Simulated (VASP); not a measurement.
# AlCo (Pm-3m) in VASP: settings compared

AlCo is run at these levels: revPBE+D3(BJ), PBEsol, RPBE, PBE+D3(BJ); tasks: relaxation of cell and atoms.

Program: VASP 6.6.1. These are calculated values, not measurements. Logs are shortened: lines on timing, memory, paths and dates and some standing lists are left out, and cuts for length are marked.

### 1 The cell of the first run

It takes space group Pm-3m (No. 221, cubic). The conventional cell has a = 2.819 Å, b = 2.819 Å, c = 2.819 Å, α = 90.00°, β = 90.00°, γ = 90.00°. Al (site symmetry m-3m) has 8 Co at 2.44 Å and 6 Al at 2.82 Å within 3.2 Å. Co (site symmetry m-3m) has 8 Al at 2.44 Å and 6 Co at 2.82 Å within 3.2 Å.

### 2 Relaxation of cell and atoms, revPBE+D3(BJ), collinear spin, ferromagnetic start

Contents of INCAR:

```
SYSTEM = AlCo
PREC = Accurate
ENCUT = 600
EDIFF = 1E-6
ISMEAR = -1
SIGMA = 0.05
LREAL = .False.
LASPH = .True.
NELM = 150
ALGO = Normal
ISIF = 3
LWAVE = .False.
LCHARG = .False.
ISPIN = 2
MAGMOM = 0 2.5
LORBIT = 11
LMAXMIX = 4
GGA = RE
IVDW = 12
IBRION = 2
NSW = 80
EDIFFG = -0.01
```

Contents of KPOINTS:

```
Automatic mesh
0
Gamma
  10 10 10
  0 0 0
```

Contents of POSCAR:

```
AlCo
1.0
    2.8194030000      0.0000000000      0.0000000000
    0.0000000000      2.8194030000      0.0000000000
    0.0000000000      0.0000000000      2.8194030000
Al Co
1 1
Direct
    0.0000000000      0.0000000000      0.0000000000
    0.5000000000      0.5000000000      0.5000000000
```

Potentials or basis: VASP PAW PBE potentials, release 64 (Al, Co).

Run with:

```bash
> cat potpaw_PBE.64/Al/POTCAR potpaw_PBE.64/Co/POTCAR > POTCAR
> mpirun -np 1 vasp_std > vasp.out
```

OUTCAR:

```text
SYSTEM = AlCo
   PREC = Accurate
   ENCUT = 600
   EDIFF = 1E-6
   ISMEAR = -1
   LREAL = .False.
   LASPH = .True.
   NELM = 150
   ISIF = 3
   ISPIN = 2
   LORBIT = 11
   GGA = RE
   IVDW = 12
   IBRION = 2
   NSW = 80
   EDIFFG = -0.01
 IVDW          = 12

 ion  position               nearest neighbor table
   1  0.000  0.000  0.000-   2 2.44   2 2.44   2 2.44   2 2.44   2 2.44   2 2.44   2 2.44   2 2.44

   2  0.500  0.500  0.500-   1 2.44   1 2.44   1 2.44   1 2.44   1 2.44   1 2.44   1 2.44   1 2.44

  LATTYP: Found a simple cubic cell.
 ALAT       =     2.8194030000

  Lattice vectors:

 A1 = (   2.8194030000,   0.0000000000,   0.0000000000)
 A2 = (   0.0000000000,   2.8194030000,   0.0000000000)
 A3 = (   0.0000000000,   0.0000000000,   2.8194030000)

Analysis of symmetry for initial positions (statically):
=====================================================================
 Subroutine PRICEL returns:
 Original cell was already a primitive cell.

 Routine SETGRP: Setting up the symmetry group for a
 simple cubic supercell.

 Subroutine GETGRP returns: Found 48 space group operations
 (whereof 48 operations were pure point group operations)
 out of a pool of 48 trial point group operations.

The static configuration has the point symmetry O_h .

Analysis of symmetry for dynamics (positions and initial velocities):
=====================================================================
 Subroutine PRICEL returns:
 Original cell was already a primitive cell.

 Routine SETGRP: Setting up the symmetry group for a
 simple cubic supercell.

 Subroutine GETGRP returns: Found 48 space group operations
 (whereof 48 operations were pure point group operations)
 out of a pool of 48 trial point group operations.

The dynamic configuration has the point symmetry O_h .

Analysis of structural, dynamic, and magnetic symmetry:
=====================================================================
 Subroutine PRICEL returns:
 Original cell was already a primitive cell.

 Routine SETGRP: Setting up the symmetry group for a
 simple cubic supercell.

 Subroutine GETGRP returns: Found 48 space group operations
 (whereof 48 operations were pure point group operations)
 out of a pool of 48 trial point group operations.

The overall configuration has the point symmetry O_h .

 Subroutine INISYM returns: Found 48 space group operations
 (whereof 48 operations are pure point group operations),
 and found     1 'primitive' translations

----------------------------------------------------------------------------------------

                                     Primitive cell

  volume of cell :      22.4115

  direct lattice vectors                    reciprocal lattice vectors
     2.819403000  0.000000000  0.000000000     0.354685017  0.000000000  0.000000000
     0.000000000  2.819403000  0.000000000     0.000000000  0.354685017  0.000000000
     0.000000000  0.000000000  2.819403000     0.000000000  0.000000000  0.354685017

  length of vectors
     2.819403000  2.819403000  2.819403000     0.354685017  0.354685017  0.354685017

  position of ions in fractional coordinates (direct lattice)
     0.000000000  0.000000000  0.000000000
     0.500000000  0.500000000  0.500000000

  ion indices of the primitive-cell ions
   primitive index   ion index
                 1           1
                 2           2

----------------------------------------------------------------------------------------

 KPOINTS: Automatic mesh

Automatic generation of k-mesh.
 Grid dimensions read from file:
 generate k-points for:   10   10   10

 Generating k-lattice:

  Cartesian coordinates                     Fractional coordinates (reciprocal lattice)
     0.035468502  0.000000000  0.000000000     0.100000000  0.000000000  0.000000000
     0.000000000  0.035468502  0.000000000     0.000000000  0.100000000  0.000000000
     0.000000000  0.000000000  0.035468502     0.000000000  0.000000000  0.100000000

  Length of vectors
     0.035468502  0.035468502  0.035468502

  Shift w.r.t. Gamma in fractional coordinates (k-lattice)
     0.000000000  0.000000000  0.000000000

 Subroutine IBZKPT returns following result:
 ===========================================

 Found     56 irreducible k-points:

 Following reciprocal coordinates:
            Coordinates               Weight
  0.000000  0.000000  0.000000      1.000000
  0.100000  0.000000  0.000000      6.000000
  0.200000  0.000000  0.000000      6.000000
  0.300000  0.000000  0.000000      6.000000
  0.400000  0.000000  0.000000      6.000000
  0.500000  0.000000  0.000000      3.000000
[... 16 lines left out ...]
  0.200000  0.100000  0.100000     24.000000
  0.300000  0.100000  0.100000     24.000000
 [... further k-points ...]
   k-points           NKPTS =     56   k-points in BZ     NKDIM =     56   number of bands    NBANDS=     11
   number of dos      NEDOS =    301   number of ions     NIONS =      2
   total plane-waves  NPLWV =  13824
   dimension x,y,z NGX =    24 NGY =   24 NGZ =   24
   dimension x,y,z NGXF=    48 NGYF=   48 NGZF=   48
   ions per type =               1   1
   NGX,Y,Z   is equivalent  to a cutoff of  14.15, 14.15, 14.15 a.u.
   NGXF,Y,Z  is equivalent  to a cutoff of  28.30, 28.30, 28.30 a.u.
 SYSTEM =  AlCo
   PREC   = accura    normal or accurate (medium, high low for compatibility)
   ISTART =      0    job   : 0-new  1-cont  2-samecut
   ICHARG =      2    charge: 1-file 2-atom 10-const
   ISPIN  =      2    spin polarized calculation?
   LNONCOLLINEAR =      F non collinear calculations
   LSORBIT =      F    spin-orbit coupling
   LASPH  =      T    aspherical Exc in radial PAW
   ENCUT  =  600.0 eV  44.10 Ry    6.64 a.u.   5.63  5.63  5.63*2*pi/ulx,y,z
   NELM   =    150;   NELMIN=  2; NELMDL= -5     # of ELM steps
   EDIFF  = 0.1E-05   stopping-criterion for ELM
   LREAL  =      F    real-space projection
   EDIFFG = -.1E-01   stopping-criterion for IOM
   NSW    =     80    number of steps for IOM
   IBRION =      2    ionic relax: 0-MD 1-quasi-New 2-CG
   NFREE  =      1    steps in history (QN), initial steepest desc. (CG)
   ISIF   =      3    stress and relaxation
   ISYM   =      2    0-nonsym 1-usesym 2-fastsym
   POTIM  = 0.5000    time-step for ionic-motion
   TEBEG  =    0.0;   TEEND  =   0.0 temperature during run
   PSTRESS=    0.0 pullay stress
   NELECT =      12.0000    total number of electrons
   NUPDOWN=      -1.0000    fix difference up-down
   EMIN   =  10.00;   EMAX   =-10.00  energy-range for DOS
   EFERMI =   0.00;   METHOD = LEGACY
   ISMEAR =    -1;   SIGMA  =   0.05  broadening in eV -4-tet -1-fermi 0-gaus
   EFERMI_NEDOS =   21; number of points for ismear=-14 and -15
   IALGO  =     38    algorithm
   IMIX   =      4    mixing-type and parameters
     AMIX     =   0.40;   BMIX     =  1.00
     AMIX_MAG =   1.60;   BMIX_MAG =  1.00
  volume/ion in A,a.u.               =      11.21        75.62
  Fermi-wavevector in a.u.,A,eV,Ry     =   1.329367  2.512139 24.044427  1.767215
  Thomas-Fermi vector in A             =   2.458534
   LORBIT       =     11    0 simple, 1 ext, 2 COOP (PROOUT), +10 PAW based schemes
   GGA     = RE    functional components
   LHFCALC =     F    Hartree Fock is set to
   AEXX    =    0.0000 exact exchange contribution
   IVDW    =    12    specifies the selected vdW correction
   LEPSILON=     F    determine dielectric tensor
   LRPA    =     F    only Hartree local field effects (RPA)
 conjugate gradient relaxation of ions
 spin polarized calculation
  energy-cutoff  :      600.00
  volume of cell :       22.41
 maximum number of plane-waves:       768
 NGX is ok and might be reduce to    24
   NGX = 11   NGY = 11   NGZ = 11

--------------------------------------- Ionic step        1  -------------------------------------------

 number of electron      11.9999996 magnetization       0.0005500

 Free energy of the ion-electron system (eV)
  ---------------------------------------------------
  ext. energy  EPLUGINS =         0.00000000
  ---------------------------------------------------
  free energy    TOTEN  =       -11.31400405 eV

  energy without entropy =      -11.30831830  energy(sigma->0) =      -11.31116118

------------------------ aborting loop because EDIFF is reached ----------------------------------------

 Edisp (eV)   -1.71777

 E8    (eV) :    -1.2138

  FORCE on cell =-STRESS in cart. coord.  units (eV):
  Direction    XX          YY          ZZ          XY          YZ          ZX
  --------------------------------------------------------------------------------------
  -------------------------------------------------------------------------------------
  Total      -0.45718    -0.45718    -0.45718    -0.00000    -0.00000     0.00000
  in kB     -32.68339   -32.68339   -32.68339    -0.00000    -0.00000     0.00000
  external pressure =      -32.68 kB  Pullay stress =        0.00 kB
[... 65 lines left out ...]
--------------------------------------- Ionic step        3  -------------------------------------------

 number of electron      11.9999999 magnetization      -0.0000057

 number of electron      11.9999999 magnetization       0.0000052

 Free energy of the ion-electron system (eV)
  ---------------------------------------------------
  ext. energy  EPLUGINS =         0.00000000
  ---------------------------------------------------
  free energy    TOTEN  =       -11.28627125 eV

  energy without entropy =      -11.28089512  energy(sigma->0) =      -11.28358319

 E-fermi :  11.3384     XC(G=0): -12.4498

 val. band max:       11.2914025593   @ k =   0.5000   0.4000   0.1000
 cond. band min:      11.4240563459   @ k =   0.5000   0.3000   0.0000
 fundamental gap:      0.1326537866
 Fermi energy:        11.3383987365

 spin component 1

 k-point     1 :       0.0000    0.0000    0.0000
  band No.  band energies     occupation
      1      -0.0700      1.00000
      2       8.1503      1.00000
      3       8.1503      1.00000
      4      10.4291      1.00000
      5      10.4291      1.00000
      6      10.4291      1.00000
      7      17.5915      0.00000
      8      17.5915      0.00000
      9      17.5915      0.00000
     10      20.2485      0.00000
     11      20.2485      0.00000
[... 309 lines left out ...]
 k-point    24 :       0.3000    0.1000    0.1000
  band No.  band energies     occupation
      1       2.0161      1.00000
      2       7.4925      1.00000
      3       8.5760      1.00000
      4       9.6381      1.00000
      5       9.7441      1.00000
      6      10.3102      1.00000
      7      12.5721      0.00000
      8      17.5377      0.00000
      9      18.6458      0.00000
     10      22.2113      0.00000
     11      25.4762      0.00000

 [... further k-points ...]

 spin component 2

 k-point     1 :       0.0000    0.0000    0.0000
  band No.  band energies     occupation
      1      -0.0700      1.00000
      2       8.1503      1.00000
      3       8.1503      1.00000
      4      10.4291      1.00000
      5      10.4291      1.00000
      6      10.4291      1.00000
      7      17.5915      0.00000
      8      17.5915      0.00000
      9      17.5915      0.00000
     10      20.2485      0.00000
     11      20.2485      0.00000
[... 355 lines left out ...]
  FREE ENERGIE OF THE ION-ELECTRON SYSTEM (eV)
  ---------------------------------------------------
  free  energy   TOTEN  =       -13.0358355176 eV

  energy  without entropy=      -13.0304593894  energy(sigma->0) =      -13.03314745

 reached required accuracy - stopping structural energy minimisation

 total charge

# of ion       s       p       d       tot
------------------------------------------
    1        0.403   0.452   0.000   0.855
    2        0.455   0.554   7.539   8.548
--------------------------------------------------
tot          0.858   1.006   7.539   9.403

 magnetization (x)

# of ion       s       p       d       tot
------------------------------------------
    1        0.000   0.000   0.000   0.000
    2       -0.000  -0.000  -0.000  -0.000
--------------------------------------------------
tot         -0.000   0.000  -0.000  -0.000
```

Run time: 21 s. Hardware: 1 thread of Intel Xeon 6975P-C (Granite Rapids), shared host; peak memory 0.18 GiB.

Results:

```yaml
Free_energy: -13.0358 eV
Relaxed_volume: 11.01 Å³/atom
Relaxed_cell: a = 2.803 Å, b = 2.803 Å, c = 2.803 Å, α = 90.00°, β = 90.00°, γ = 90.00°
Space_group_after_relaxing_to_0.05_Å: Pm-3m (No. 221)
Energy_gained_by_relaxing: 2.0 meV/atom
Ionic_steps: 3
Pressure_after_relaxing: 0.1 GPa
Band_gap_on_the_k_mesh: zero (filled and empty bands overlap)
Net_moment: 0.00 μB per cell
Valence_electrons_inside_the_program's_atomic_spheres: Al 0.85; Co 8.55
Dispersion_energy_per_atom: -0.875 eV
```

The path:
```tsv
step	energy change (eV)	largest force (eV/Å)	pressure (GPa)	volume (Å³)
1	0.0000	0.0000	-3.27	22.41
2	-0.0005	0.0000	3.48	21.68
3	-0.0041	0.0000	0.07	22.02
```

Final structure:
```yaml
crystal:
  lattice:
    - [2.80298, 0.00000, 0.00000]
    - [0.00000, 2.80298, 0.00000]
    - [0.00000, 0.00000, 2.80298]
  atoms:
    - { symbol: Al, position: [0.00000, 0.00000, 0.00000] }
    - { symbol: Co, position: [0.50000, 0.50000, 0.50000] }
```

Levels at points of the mesh, in eV from the Fermi level:
Spin up:
```csv
k point,band 2,band 3,band 4,band 5,band 6,band 7,band 8,band 9,band 10,band 11
"(0.00, 0.00, 0.00)",-3.19,-3.19,-0.91,-0.91,-0.91,6.25,6.25,6.25,8.91,8.91
"(0.50, 0.00, 0.00)",-6.88,-2.55,-1.84,-1.84,-0.79,0.21,8.43,10.90,10.90,12.24
"(0.50, 0.50, 0.00)",-3.25,-2.78,-2.78,-1.63,-1.63,-0.25,2.59,3.77,13.42,16.29
"(0.50, 0.50, 0.50)",-4.18,-4.18,-0.21,-0.21,2.38,2.38,2.38,4.68,5.59,5.59
```
Spin down:
```
           k point  band 3  band 4  band 5  band 6  band 7  band 8  band 9  band 10
(0.00, 0.00, 0.00)   -3.19   -0.91   -0.91   -0.91    6.25    6.25    6.25     8.91
(0.50, 0.00, 0.00)   -2.55   -1.84   -1.84   -0.79    0.21    8.43   10.90    10.90
(0.50, 0.50, 0.00)   -2.78   -2.78   -1.63   -1.63   -0.25    2.59    3.77    13.42
(0.50, 0.50, 0.50)   -4.18   -0.21   -0.21    2.38    2.38    2.38    4.68     5.59
```

Caveat: the starting moments collapsed, and a magnetic state may lie lower; the PAW data sets were made with another functional, which shifts forces and pressure a little; pairwise dispersion overbinds metals, which lowers pressure and volume.

(Continued in part 2 of 2.)
